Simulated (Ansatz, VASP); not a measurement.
**Two plane-wave programs on Mo**

The input POSCAR:

```
Mo
1.0
   -1.5764210372      1.5764210372      1.5764210372
    1.5764210372     -1.5764210372      1.5764210372
    1.5764210372      1.5764210372     -1.5764210372
Mo
1
Direct
    0.0000000000      0.0000000000      0.0000000000
```

The input INCAR.step1:

```
PREC = Accurate
ENCUT = 520
ISMEAR = -1
SIGMA = 0.3
LREAL = F
LASPH = T
NELM = 80
NBANDS = 13
GGA = PE
ALGO = Normal
EDIFF = 1E-4
LWAVE = T
LCHARG = F
```

File INCAR.step2:

```
PREC = Accurate
ENCUT = 520
EDIFF = 1E-6
ISMEAR = -1
SIGMA = 0.3
LREAL = F
LASPH = T
NELM = 80
ALGO = Normal
ISIF = 2
LWAVE = F
LCHARG = F
METAGGA = R2SCAN
LMIXTAU = T
NBANDS = 13
ISTART = 1
```

The input KPOINTS:

```
Automatic mesh
0
Gamma
  14 14 14
```

Input for Ansatz:

```yaml
crystal:
  lattice:
    - [-1.5764210372, 1.5764210372, 1.5764210372]
    - [1.5764210372, -1.5764210372, 1.5764210372]
    - [1.5764210372, 1.5764210372, -1.5764210372]
  atoms:
    - { symbol: Mo, position: [0.0, 0.0, 0.0] }
hamiltonian:
  xc: r2scan
  pseudopotentials:
    kind: paw
    azcp:
      Mo: "pseudopotentials/Mo.paw.azcp"
basis:
  ecutwfc: 500
  fft_grid_basis: typed
kpoints:
  mp_grid: { grid: [14, 14, 14], shift: [0, 0, 0] }
magnetization:
  spin_polarized: false
scf:
  occupations: { method: fermi_dirac, width: 0.3 }
  lower_state_search: "off"
output:
  stress: true
```

Alike in both runs: task single point; functional r2SCAN; k mesh 14 × 14 × 14; occupations fermi-dirac, width 0.3 eV; no spin polarisation.

|  | VASP | Ansatz |
| --- | --- | --- |
| version | VASP 6.6.1 | Ansatz 0.2.0 |
| potentials or method | VASP PAW PBE potentials, release 64 (Mo_sv), cutoff 520 eV | plane waves (500 eV) with PAW, scalar-relativistic |
| valence electrons in the cell | 14 | 14 |

```tsv
	VASP	Ansatz	Ansatz less VASP
pressure (GPa)	1.3	0.2	-1.12
```

VASP's potentials were made for PBE, not for r2SCAN. With one functional, cell and mesh, what is left measures potentials, basis and numerics.
